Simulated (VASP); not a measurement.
# Hf (P6_3/mmc) in VASP: a series of runs, part 2 of 2

VASP 6.6.1.

## 5. Single point, r2SCAN (volume scaled by 0.760)

File POSCAR:

```
Hf
1.0
    2.9071883285      0.0000000000      0.0000000000
   -1.4535941643      2.5176989460      0.0000000000
    0.0000000000      0.0000000000      4.6447745694
Hf
2
Direct
    0.3333333333      0.6666666667      0.2500000000
    0.6666666667      0.3333333333      0.7500000000
```

File INCAR.step1:

```
PREC     = Accurate       # precision mode
ENCUT    = 520            # plane-wave cutoff, eV
ISMEAR   = 0              # smearing method
SIGMA    = 0.05           # smearing width, eV
LREAL    = False          # projectors in reciprocal space
LASPH    = True           # aspherical terms in the spheres
NELM     = 60             # most SCF steps
NBANDS   = 17             # bands
GGA      = PE             # functional
ALGO     = Normal         # electronic algorithm
EDIFF    = 1E-4           # SCF threshold, eV
LWAVE    = True           # write WAVECAR
LCHARG   = False          # write CHGCAR
```

File INCAR.step2:

```
PREC     = Accurate       # precision mode
ENCUT    = 520            # plane-wave cutoff, eV
EDIFF    = 1E-6           # SCF threshold, eV
ISMEAR   = 0              # smearing method
SIGMA    = 0.05           # smearing width, eV
LREAL    = False          # projectors in reciprocal space
LASPH    = True           # aspherical terms in the spheres
NELM     = 60             # most SCF steps
ALGO     = Normal         # electronic algorithm
ISIF     = 2              # what is computed and relaxed
LWAVE    = False          # write WAVECAR
LCHARG   = False          # write CHGCAR
METAGGA  = R2SCAN         # meta-GGA
LMIXTAU  = True         
NBANDS   = 17             # bands
ISTART   = 1
```

File KPOINTS:

```
Automatic mesh
0
Gamma
  18 18 10
```

Potentials or basis: VASP PAW PBE potentials, release 64 (Hf_pv).

Launch:

```console
> cat potpaw_PBE.64/Hf_pv/POTCAR > POTCAR
> cp INCAR.step1 INCAR
> mpirun -np 1 vasp_std > vasp.out
> cp INCAR.step2 INCAR
> mpirun -np 1 vasp_std > vasp.out
```

OUTCAR:

```text
PREC = Accurate
   ENCUT = 520
   EDIFF = 1E-6
   ISMEAR = 0
   LREAL = False
   LASPH = True
   NELM = 60
   ISIF = 2
   METAGGA = R2SCAN
   ISTART = 1

 ion  position               nearest neighbor table
   1  0.333  0.667  0.250-   2 2.87   2 2.87   2 2.87   2 2.87   2 2.87   2 2.87
   2  0.667  0.333  0.750-   1 2.87   1 2.87   1 2.87   1 2.87   1 2.87   1 2.87

  LATTYP: Found a hexagonal cell.
 ALAT       =     2.9071883285
 C/A-ratio  =     1.5976861643

  Lattice vectors:

 A1 = (   2.9071883285,   0.0000000000,   0.0000000000)
 A2 = (  -1.4535941643,   2.5176989460,   0.0000000000)
 A3 = (   0.0000000000,   0.0000000000,   4.6447745694)

Analysis of symmetry for initial positions (statically):
=====================================================================
 Subroutine PRICEL returns:
 Original cell was already a primitive cell.

 Routine SETGRP: Setting up the symmetry group for a
 hexagonal supercell.

 Subroutine GETGRP returns: Found 24 space group operations
 (whereof 12 operations were pure point group operations)
 out of a pool of 24 trial point group operations.
[... 159 lines left out ...]
  ---------------------------------------------------
  ext. energy  EPLUGINS =         0.00000000
  ---------------------------------------------------
  free energy    TOTEN  =       -89.03720140 eV

  energy without entropy =      -89.03516132  energy(sigma->0) =      -89.03618136

 E-fermi :   6.9427     XC(G=0): -13.6280

 val. band max:        6.9353596247   @ k =   0.1667   0.1667   0.4000
 cond. band min:       6.9472555601   @ k =   0.2222   0.2222   0.4000
 fundamental gap:      0.0118959354
 Fermi energy:         6.9426694013

 k-point     1 :       0.0000    0.0000    0.0000
  band No.  band energies     occupation
      1     -25.4611      2.00000
      2     -23.6650      2.00000
      3     -23.6650      2.00000
      4     -23.3901      2.00000
      5     -23.3901      2.00000
      6     -23.3808      2.00000
[... 457 lines left out ...]
      4     -24.1857      2.00000
      5     -23.8907      2.00000
      6     -23.7194      2.00000
[... 9 lines left out ...]
     16      15.5192      0.00000
     17      16.5763      0.00000

 [... further k-points ...]
[... 5 lines left out ...]
  --------------------------------------------------------------------------------------
  -------------------------------------------------------------------------------------
  Total        9.9318692      9.9318692      9.8365770     -0.0000000     -0.0000000      0.0000000
  in kB      468.0583176    468.0583176    463.5674902     -0.0000000     -0.0000000      0.0000000
  external PRESSURE =     466.5613752 kB  Pullay stress =       0.0000000 kB

 VOLUME and BASIS-vectors are now :
 -----------------------------------------------------------------------------
  energy-cutoff  :      520.00
  volume of cell :       34.00
      direct lattice vectors                 reciprocal lattice vectors
     2.907188329  0.000000000  0.000000000     0.343974964  0.198594038  0.000000000
    -1.453594164  2.517698946  0.000000000     0.000000000  0.397188076  0.000000000
     0.000000000  0.000000000  4.644774569     0.000000000  0.000000000  0.215295702

 POSITION                                       TOTAL-FORCE (eV/Angst)
 -----------------------------------------------------------------------------------
     -0.00000      1.67847      1.16119         0.000000      0.000000      0.000000
      1.45359      0.83923      3.48358        -0.000000     -0.000000      0.000000
 -----------------------------------------------------------------------------------
    total drift:                                0.000000     -0.000000      0.000000

  FREE ENERGIE OF THE ION-ELECTRON SYSTEM (eV)
  ---------------------------------------------------
  free  energy   TOTEN  =       -89.0372013958 eV

  energy  without entropy=      -89.0351613236  energy(sigma->0) =      -89.03618136
```

OSZICAR.step1:

```text
N       E                     dE             d eps       ncg     rms          rms(c)
DAV:   1     0.548007742239E+02    0.54801E+02   -0.11597E+04  7588   0.116E+03
DAV:   2    -0.173098573585E+02   -0.72111E+02   -0.70222E+02 10041   0.259E+02
DAV:   3    -0.189948912397E+02   -0.16850E+01   -0.16661E+01  9100   0.270E+01
DAV:   4    -0.190042619461E+02   -0.93707E-02   -0.93663E-02  9578   0.239E+00
DAV:   5    -0.190043203903E+02   -0.58444E-04   -0.58442E-04  9169   0.167E-01    0.780E+01
DAV:   6    -0.186585053022E+02    0.34582E+00   -0.24030E-01  8663   0.353E+00    0.465E+01
DAV:   7    -0.185253545938E+02    0.13315E+00   -0.42142E-01  8914   0.450E+00    0.198E+00
DAV:   8    -0.185206292733E+02    0.47253E-02   -0.25205E-02  8721   0.112E+00    0.131E-01
DAV:   9    -0.185206968583E+02   -0.67585E-04   -0.60332E-04  9767   0.172E-01
   1 F= -.18520697E+02 E0= -.18519749E+02  d E =-.189512E-02
```

Run time: 2.3 min. Hardware: 1 thread of Intel Xeon 6975P-C (Granite Rapids), shared host; peak memory 0.24 GiB.

Results:

* Free energy: -89.0372 eV
* Pressure: 46.7 GPa
* Band gap on the k mesh: zero (band 10 reaches 8.37 eV, above the bottom of band 11 at 6.50 eV)

Caveat: the PAW data sets were made with another functional, which shifts forces and pressure a little; spin-orbit coupling is left out, which moves the levels of the heavy elements.

## 6. Overview

| cell | k mesh | gap on the mesh (eV) | pressure (GPa) |
| --- | --- | --- | --- |
| a = 3.064, b = 3.064, c = 4.842 Å, angles 90.0, 90.0, 120.0°, 2 atoms | 16 × 16 × 10 | none | 16.8 |
| a = 2.849, b = 2.849, c = 4.582 Å, angles 90.0, 90.0, 120.0°, 2 atoms | 18 × 18 × 10 | none | 60.7 |
| a = 3.112, b = 3.112, c = 4.906 Å, angles 90.0, 90.0, 120.0°, 2 atoms | 16 × 16 × 10 | none | 9.9 |
| a = 2.907, b = 2.907, c = 4.645 Å, angles 90.0, 90.0, 120.0°, 2 atoms | 18 × 18 × 10 | none | 46.7 |

Alike in all rows: task single point; level r2SCAN; potentials or basis VASP PAW PBE potentials, release 64 (Hf_pv); no spin polarisation; cutoff (eV) 520; smearing gaussian 0.05 eV.

Caveats: the PAW data sets were made with another functional, which shifts forces and pressure a little; spin-orbit coupling is left out, which moves the levels of the heavy elements.

Total energies depend on the potentials used, so only differences within one code and one set of settings carry meaning.
